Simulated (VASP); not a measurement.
# Si (Fd-3m) in VASP: notebook

Si is run at these levels: r2SCAN; tasks: single point.

All numbers are computed with VASP 6.6.1; they aren't measurements. Logs are shortened: lines on timing, memory, paths and dates and some standing lists are left out, and cuts for length are marked.

### 1 The cell of the first run

The structure is cubic, space group Fd-3m (No. 227). Conventional cell: a = 5.444 Å, b = 5.444 Å, c = 5.444 Å, α = 90.00°, β = 90.00°, γ = 90.00°. Within 3.1 Å of Si (site symmetry -43m) lie 4 Si at 2.36 Å.

### 2 Single point, r2SCAN

POSCAR

```
Si
1.0
    0.0000000000      2.7221160925      2.7221160925
    2.7221160925      0.0000000000      2.7221160925
    2.7221160925      2.7221160925      0.0000000000
Si
2
Direct
    0.0000000000      0.0000000000      0.0000000000
    0.2500000000      0.2500000000      0.2500000000
```

INCAR.step1

```
SYSTEM = Si
  ALGO = Normal
  EDIFF = 1E-5
  ENCUT = 550
  GGA = PE
  GGA_COMPAT = .False.
  ISMEAR = 0
  LASPH = .True.
  LCHARG = .False.
  LREAL = .False.
  LWAVE = .True.
  NBANDS = 11
  NELM = 120
  PREC = Accurate
  SIGMA = 0.02
```

INCAR.step2

```
SYSTEM = Si
  ALGO = Normal
  EDIFF = 1E-6
  ENCUT = 550
  GGA_COMPAT = .False.
  ISIF = 2
  ISMEAR = 0
  ISTART = 1
  LASPH = .True.
  LCHARG = .False.
  LMIXTAU = .True.
  LREAL = .False.
  LWAVE = .False.
  METAGGA = R2SCAN
  NBANDS = 11
  NELM = 120
  PREC = Accurate
  SIGMA = 0.02
```

KPOINTS

```
k-points
0
Gamma
  8 8 8
  0 0 0
```

Potentials or basis: VASP PAW PBE potentials, release 64 (Si).

Launch:

```bash
cat potpaw_PBE.64/Si/POTCAR > POTCAR
cp INCAR.step1 INCAR
mpirun -np 1 vasp_std > vasp.out
cp INCAR.step2 INCAR
mpirun -np 1 vasp_std > vasp.out
```

OUTCAR:

```text
SYSTEM = Si
   EDIFF = 1E-6
   ENCUT = 550
   ISIF = 2
   ISMEAR = 0
   ISTART = 1
   LASPH = .True.
   LREAL = .False.
   METAGGA = R2SCAN
   NELM = 120
   PREC = Accurate

 ion  position               nearest neighbor table
   1  0.000  0.000  0.000-   2 2.36   2 2.36   2 2.36   2 2.36
   2  0.250  0.250  0.250-   1 2.36   1 2.36   1 2.36   1 2.36

  LATTYP: Found a face centered cubic cell.
 ALAT       =     5.4442321850

  Lattice vectors:

 A1 = (   0.0000000000,   2.7221160925,   2.7221160925)
 A2 = (   2.7221160925,   0.0000000000,   2.7221160925)
 A3 = (   2.7221160925,   2.7221160925,   0.0000000000)

Analysis of symmetry for initial positions (statically):
=====================================================================
 Subroutine PRICEL returns:
 Original cell was already a primitive cell.

 Routine SETGRP: Setting up the symmetry group for a
 face centered cubic supercell.

 Subroutine GETGRP returns: Found 48 space group operations
 (whereof 24 operations were pure point group operations)
 out of a pool of 48 trial point group operations.

The static configuration has the point symmetry T_d .
 The point group associated with its full space group is O_h .

Analysis of symmetry for dynamics (positions and initial velocities):
=====================================================================
 Subroutine PRICEL returns:
 Original cell was already a primitive cell.

 Routine SETGRP: Setting up the symmetry group for a
 face centered cubic supercell.

 Subroutine GETGRP returns: Found 48 space group operations
 (whereof 24 operations were pure point group operations)
 out of a pool of 48 trial point group operations.

The dynamic configuration has the point symmetry T_d .
 The point group associated with its full space group is O_h .

 Subroutine INISYM returns: Found 48 space group operations
 (whereof 24 operations are pure point group operations),
 and found     1 'primitive' translations

----------------------------------------------------------------------------------------

                                     Primitive cell

  volume of cell :      40.3413

  direct lattice vectors                    reciprocal lattice vectors
     0.000000000  2.722116092  2.722116092    -0.183680630  0.183680630  0.183680630
     2.722116092  0.000000000  2.722116092     0.183680630 -0.183680630  0.183680630
     2.722116092  2.722116092  0.000000000     0.183680630  0.183680630 -0.183680630

  length of vectors
     3.849653496  3.849653496  3.849653496     0.318144184  0.318144184  0.318144184

  position of ions in fractional coordinates (direct lattice)
     0.000000000  0.000000000  0.000000000
     0.250000000  0.250000000  0.250000000

  ion indices of the primitive-cell ions
   primitive index   ion index
                 1           1
                 2           2

----------------------------------------------------------------------------------------

 KPOINTS: k-points

Automatic generation of k-mesh.
 Grid dimensions read from file:
 generate k-points for:    8    8    8

 Generating k-lattice:

  Cartesian coordinates                     Fractional coordinates (reciprocal lattice)
    -0.022960079  0.022960079  0.022960079     0.125000000  0.000000000  0.000000000
     0.022960079 -0.022960079  0.022960079     0.000000000  0.125000000  0.000000000
     0.022960079  0.022960079 -0.022960079     0.000000000  0.000000000  0.125000000

  Length of vectors
     0.039768023  0.039768023  0.039768023

  Shift w.r.t. Gamma in fractional coordinates (k-lattice)
     0.000000000  0.000000000  0.000000000

 Subroutine IBZKPT returns following result:
 ===========================================

 Found     29 irreducible k-points:

 Following reciprocal coordinates:
            Coordinates               Weight
  0.000000  0.000000  0.000000      1.000000
  0.125000  0.000000  0.000000      8.000000
  0.250000  0.000000  0.000000      8.000000
  0.375000  0.000000  0.000000      8.000000
  0.500000  0.000000  0.000000      4.000000
  0.125000  0.125000  0.000000      6.000000
[... 16 lines left out ...]
  0.500000  0.250000  0.125000     48.000000
 -0.375000  0.250000  0.125000     24.000000
 [... further k-points ...]
   k-points           NKPTS =     29   k-points in BZ     NKDIM =     29   number of bands    NBANDS=     11
   number of dos      NEDOS =    301   number of ions     NIONS =      2
   total plane-waves  NPLWV =  27000
   dimension x,y,z NGX =    30 NGY =   30 NGZ =   30
   dimension x,y,z NGXF=    60 NGYF=   60 NGZF=   60
   ions per type =               2
   NGX,Y,Z   is equivalent  to a cutoff of  12.96, 12.96, 12.96 a.u.
   NGXF,Y,Z  is equivalent  to a cutoff of  25.91, 25.91, 25.91 a.u.
 SYSTEM =  Si
   PREC   = accura    normal or accurate (medium, high low for compatibility)
   ISTART =      1    job   : 0-new  1-cont  2-samecut
   ICHARG =      0    charge: 1-file 2-atom 10-const
   ISPIN  =      1    spin polarized calculation?
   LNONCOLLINEAR =      F non collinear calculations
   LSORBIT =      F    spin-orbit coupling
   LASPH  =      T    aspherical Exc in radial PAW
   ENCUT  =  550.0 eV  40.42 Ry    6.36 a.u.   7.36  7.36  7.36*2*pi/ulx,y,z
   NELM   =    120;   NELMIN=  2; NELMDL=  0     # of ELM steps
   EDIFF  = 0.1E-05   stopping-criterion for ELM
   LREAL  =      F    real-space projection
   EDIFFG = 0.1E-04   stopping-criterion for IOM
   NSW    =      0    number of steps for IOM
   IBRION =     -1    ionic relax: 0-MD 1-quasi-New 2-CG
   NFREE  =      0    steps in history (QN), initial steepest desc. (CG)
   ISIF   =      2    stress and relaxation
   ISYM   =      2    0-nonsym 1-usesym 2-fastsym
   POTIM  = 0.5000    time-step for ionic-motion
   TEBEG  =    0.0;   TEEND  =   0.0 temperature during run
   PSTRESS=    0.0 pullay stress
   NELECT =       8.0000    total number of electrons
   NUPDOWN=      -1.0000    fix difference up-down
   EMIN   =  10.00;   EMAX   =-10.00  energy-range for DOS
   EFERMI =   0.00;   METHOD = LEGACY
   ISMEAR =     0;   SIGMA  =   0.02  broadening in eV -4-tet -1-fermi 0-gaus
   EFERMI_NEDOS =   21; number of points for ismear=-14 and -15
   IALGO  =     38    algorithm
   IMIX   =      4    mixing-type and parameters
     AMIX     =   0.40;   BMIX     =  1.00
     AMIX_MAG =   1.60;   BMIX_MAG =  1.00
  volume/ion in A,a.u.               =      20.17       136.12
  Fermi-wavevector in a.u.,A,eV,Ry     =   0.954673  1.804071 12.400369  0.911401
  Thomas-Fermi vector in A             =   2.083442
   LORBIT       =      0    0 simple, 1 ext, 2 COOP (PROOUT), +10 PAW based schemes
   METAGGA = R2SCAN    functional components
   LHFCALC =     F    Hartree Fock is set to
   AEXX    =    0.0000 exact exchange contribution
   IVDW    =     0    specifies the selected vdW correction
   LEPSILON=     F    determine dielectric tensor
   LRPA    =     F    only Hartree local field effects (RPA)
 non-spin polarized calculation
 Gauss-broadening in eV      SIGMA  =   0.02
  energy-cutoff  :      550.00
  volume of cell :       40.34
 maximum number of plane-waves:      1243
 NGX is ok and might be reduce to    30
   NGX = 15   NGY = 15   NGZ = 15

 number of electron       8.0000001 magnetization

 Free energy of the ion-electron system (eV)
  ---------------------------------------------------
  ext. energy  EPLUGINS =         0.00000000
  ---------------------------------------------------
  free energy    TOTEN  =       -17.54695734 eV

  energy without entropy =      -17.54695734  energy(sigma->0) =      -17.54695734

 E-fermi :   5.8196     XC(G=0):  -9.8246

 val. band max:        5.6631418607   @ k =   0.0000   0.0000   0.0000
 cond. band min:       6.4888325626   @ k =   0.3750   0.3750   0.0000
 fundamental gap:      0.8256907019
 Fermi energy:         5.8196361301

 k-point     1 :       0.0000    0.0000    0.0000
  band No.  band energies     occupation
      1      -6.8100      2.00000
      2       5.6631      2.00000
      3       5.6631      2.00000
      4       5.6631      2.00000
      5       8.4179      0.00000
      6       8.4179      0.00000
      7       8.4179      0.00000
      8       9.5605      0.00000
      9      13.7856      0.00000
     10      13.7856      0.00000
     11      14.3311      0.00000

 k-point     2 :       0.1250    0.0000    0.0000
  band No.  band energies     occupation
      1      -6.5965      2.00000
      2       4.0301      2.00000
      3       5.3602      2.00000
      4       5.3602      2.00000
      5       8.4454      0.00000
      6       8.8644      0.00000
      7       8.8644      0.00000
      8      10.8738      0.00000
      9      13.3102      0.00000
     10      13.3102      0.00000
     11      15.1189      0.00000

 k-point     3 :       0.2500    0.0000    0.0000
  band No.  band energies     occupation
      1      -5.9738      2.00000
      2       1.6069      2.00000
      3       4.8633      2.00000
      4       4.8633      2.00000
      5       8.0061      0.00000
      6       9.4160      0.00000
      7       9.4160      0.00000
      8      13.1564      0.00000
      9      13.2875      0.00000
     10      13.2876      0.00000
     11      15.3410      0.00000

 k-point     4 :       0.3750    0.0000    0.0000
  band No.  band energies     occupation
      1      -5.0405      2.00000
      2      -0.5026      2.00000
      3       4.5162      2.00000
      4       4.5162      2.00000
      5       7.6476      0.00000
      6       9.3674      0.00000
      7       9.3674      0.00000
      8      14.1452      0.00000
      9      14.7541      0.00000
     10      14.7541      0.00000
     11      16.0687      0.00000

 k-point     5 :       0.5000    0.0000    0.0000
  band No.  band energies     occupation
      1      -4.3767      2.00000
      2      -1.5684      2.00000
      3       4.3971      2.00000
      4       4.3971      2.00000
      5       7.5198      0.00000
      6       9.2540      0.00000
      7       9.2540      0.00000
      8      13.9895      0.00000
      9      16.8057      0.00000
     10      16.8057      0.00000
     11      17.7334      0.00000
[... 211 lines left out ...]
 k-point    21 :       0.5000    0.5000    0.0000
  band No.  band energies     occupation
      1      -2.4698      2.00000
      2      -2.4698      2.00000
      3       2.6717      2.00000
      4       2.6717      2.00000
      5       6.5977      0.00000
      6       6.5977      0.00000
      7      16.4776      0.00000
      8      16.4776      0.00000
      9      17.2581      0.00000
     10      17.2581      0.00000
     11      18.8646      0.00000

 k-point    22 :       0.3750    0.2500    0.1250
  band No.  band energies     occupation
      1      -5.4195      2.00000
      2       1.2298      2.00000
      3       2.8525      2.00000
      4       4.1734      2.00000
      5       8.3530      0.00000
      6       9.9255      0.00000
      7      10.1796      0.00000
      8      11.5359      0.00000
      9      13.9619      0.00000
     10      16.5752      0.00000
     11      17.5016      0.00000

 k-point    23 :       0.5000    0.2500    0.1250
  band No.  band energies     occupation
      1      -4.4912      2.00000
      2      -0.3958      2.00000
      3       2.2274      2.00000
      4       3.6505      2.00000
      5       8.8207      0.00000
      6       9.5277      0.00000
      7      11.0708      0.00000
      8      12.0008      0.00000
      9      15.2556      0.00000
     10      16.0295      0.00000
     11      18.3962      0.00000

 k-point    24 :      -0.3750    0.2500    0.1250
  band No.  band energies     occupation
      1      -3.8113      2.00000
      2      -1.3826      2.00000
      3       2.0961      2.00000
      4       3.4099      2.00000
      5       9.0402      0.00000
      6       9.0752      0.00000
      7      11.9811      0.00000
      8      13.2530      0.00000
      9      13.5717      0.00000
     10      16.8929      0.00000
     11      18.0903      0.00000

 [... further k-points ...]
[... 5 lines left out ...]
  --------------------------------------------------------------------------------------
  -------------------------------------------------------------------------------------
  Total       -0.0580511     -0.0580511     -0.0580511      0.0000000      0.0000000      0.0000000
  in kB       -2.3055320     -2.3055320     -2.3055320      0.0000000      0.0000000      0.0000000
  external PRESSURE =      -2.3055320 kB  Pullay stress =       0.0000000 kB

 VOLUME and BASIS-vectors are now :
 -----------------------------------------------------------------------------
  energy-cutoff  :      550.00
  volume of cell :       40.34
      direct lattice vectors                 reciprocal lattice vectors
     0.000000000  2.722116092  2.722116092    -0.183680630  0.183680630  0.183680630
     2.722116092  0.000000000  2.722116092     0.183680630 -0.183680630  0.183680630
     2.722116092  2.722116092  0.000000000     0.183680630  0.183680630 -0.183680630

 POSITION                                       TOTAL-FORCE (eV/Angst)
 -----------------------------------------------------------------------------------
      0.00000      0.00000      0.00000        -0.000000     -0.000000     -0.000000
      1.36106      1.36106      1.36106         0.000000      0.000000      0.000000
 -----------------------------------------------------------------------------------
    total drift:                               -0.000000     -0.000000     -0.000000

  FREE ENERGIE OF THE ION-ELECTRON SYSTEM (eV)
  ---------------------------------------------------
  free  energy   TOTEN  =       -17.5469573372 eV

  energy  without entropy=      -17.5469573372  energy(sigma->0) =      -17.54695734
```

Run time: 86 s. Hardware: 1 thread of Intel Xeon 8259CL, shared host; peak memory 0.16 GiB.

What came out:

```
Free energy            : -17.5470 eV
Pressure               : -0.2 GPa
Band gap on the k mesh : 0.83 eV, indirect (least direct gap 2.75 eV)
```

Caveat: the PAW data sets were made with another functional, which shifts forces and pressure a little. r2SCAN opens gaps a little over a GGA but as a rule still falls short of measured ones.

### 3 Single point, r2SCAN

POSCAR is that of step 2.

INCAR.step1

```
SYSTEM = Si
PREC = Accurate ; ENCUT = 550
ISMEAR = 0 ; SIGMA = 0.02
LREAL = .False. ; LASPH = .True.
NELM = 120 ; NBANDS = 11
GGA = PE ; ALGO = Normal
EDIFF = 1E-5 ; LWAVE = .True.
LCHARG = .False. ; GGA_COMPAT = .False.
```

INCAR.step2

```
SYSTEM = Si
PREC = Accurate ; ENCUT = 550
EDIFF = 1E-6 ; ISMEAR = 0
SIGMA = 0.02 ; LREAL = .False.
LASPH = .True. ; NELM = 120
ALGO = Normal ; ISIF = 2
LWAVE = .False. ; LCHARG = .False.
METAGGA = R2SCAN ; LMIXTAU = .True.
NBANDS = 11 ; ISTART = 1
GGA_COMPAT = .False.
```

KPOINTS

```
Automatic mesh
0
Gamma
  10 10 10
  0 0 0
```

Potentials or basis: VASP PAW PBE potentials, release 64 (Si).

Launch:

```bash
cat potpaw_PBE.64/Si/POTCAR > POTCAR
cp INCAR.step1 INCAR
mpirun -np 1 vasp_std > vasp.out
cp INCAR.step2 INCAR
mpirun -np 1 vasp_std > vasp.out
```

Wall time 2.3 min (1 thread of Intel Xeon 8259CL, shared host); peak memory 0.17 GiB.

Results (log left out):

```
Free energy            : -17.5497 eV
Pressure               : -0.2 GPa
Band gap on the k mesh : 0.79 eV, indirect (least direct gap 2.76 eV)
```

Levels at points of the mesh, in eV from the valence-band top:
| k point | band 2 | band 3 | band 4 | band 5 | band 6 | band 7 |
| --- | --- | --- | --- | --- | --- | --- |
| (0.00, 0.00, 0.00) | 0.00 | 0.00 | 0.00 | 2.76 | 2.76 | 2.76 |
| (0.50, 0.00, 0.00) | -7.23 | -1.27 | -1.27 | 1.86 | 3.59 | 3.59 |
| (0.50, 0.50, 0.00) | -8.13 | -2.99 | -2.99 | 0.94 | 0.94 | 10.81 |

Caveat: the PAW data sets were made with another functional, which shifts forces and pressure a little. A k mesh can miss the band edges.
